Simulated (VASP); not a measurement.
The system is BaZrO3.

```
CELL_PARAMETERS angstrom
4.19134 0.00000 0.00000
0.00000 4.19134 0.00000
0.00000 0.00000 4.19134
ATOMIC_POSITIONS crystal
Ba 0.00000 0.00000 0.00000
Zr 0.50000 0.50000 0.50000
O 0.50000 0.50000 0.00000
O 0.50000 0.00000 0.50000
O 0.00000 0.50000 0.50000
```

- Program: VASP 6.6.1
- Task: relaxation of cell and atoms
- Functional: PBEsol
- Potentials or basis: VASP PAW PBE potentials, release 64 (Ba_sv, Zr_sv, O)
- Cutoff: 600 eV
- k mesh: 6 × 6 × 6
- Occupations: fermi-dirac, width 0.05 eV
- Spin: no spin polarisation
- Hubbard terms: Zr d U = 5.0 eV

At the start: pressure 4.9 GPa; volume 14.73 Å³/atom.

Q: Where does the relaxation end?

A: Over 3 steps the energy falls by 6.7 meV/atom and the volume is 15.18 Å³/atom (+3.1 %); space group Pm-3m (No. 221, to 0.1 Å) before and after.

Step by step:
| step | energy change (eV) | largest force (eV/Å) | pressure (GPa) | volume (Å³) |
| --- | --- | --- | --- | --- |
| 1 | 0.0000 | 0.0000 | 4.94 | 73.63 |
| 2 | 0.0102 | 0.0000 | -5.02 | 78.58 |
| 3 | -0.0336 | 0.0000 | -0.02 | 75.89 |

Final structure:
```
Ba Zr O
1.0
     4.23371    0.00000    0.00000
     0.00000    4.23371    0.00000
     0.00000    0.00000    4.23371
Ba Zr O
1 1 3
Direct
  0.00000 0.00000 0.00000
  0.50000 0.50000 0.50000
  0.50000 0.50000 0.00000
  0.50000 0.00000 0.50000
  0.00000 0.50000 0.50000
```

Caveat: the PAW data sets were made with another functional, which shifts forces and pressure a little.
